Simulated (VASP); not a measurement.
MgF2 (rutile type), 6 atoms in the cell. The structure is tetragonal, space group P4_2/mnm (No. 136). Conventional cell: a = 3.855 Å, b = 3.855 Å, c = 2.609 Å, α = 90.00°, β = 90.00°, γ = 90.00°. Mg (site symmetry mmm) has 6 F at 1.64 to 1.70 Å within 2.2 Å. Within 2.2 Å of F (site symmetry m2m) lie 3 Mg at 1.64 to 1.70 Å and 1 F at 2.17 Å. 

| Item | Value |
| --- | --- |
| Program | VASP 6.6.1 |
| Task | single point |
| Functional | LDA |
| Potentials or basis | VASP PAW LDA potentials, release 64 (Mg, F) |
| Cutoff | 600 eV |
| k mesh | 7 × 7 × 10 |
| Occupations | fermi-dirac, width 0.1 eV |
| Spin | no spin polarisation |
| Dipole correction | no |
| Further INCAR settings | ALGO = Normal; EDIFF = 1e-06; NBANDS = 25 |

Potentials or basis: VASP PAW LDA potentials, release 64 (Mg, F).

The run is started by

```console
$ cat potpaw_LDA.64/Mg/POTCAR potpaw_LDA.64/F/POTCAR > POTCAR
$ mpirun -np 1 vasp_std > vasp.out
```

Hardware: 1 thread of AMD EPYC 9R45 96-Core Processor (Zen 5), on a shared host.

Problem. Estimate the wall time of this run.

Solution. It took 24 s on 1 thread of AMD EPYC 9R45 96-Core Processor (Zen 5), on a shared host, peak memory 0.15 GiB. Counts: scf iterations 11, k points 60.
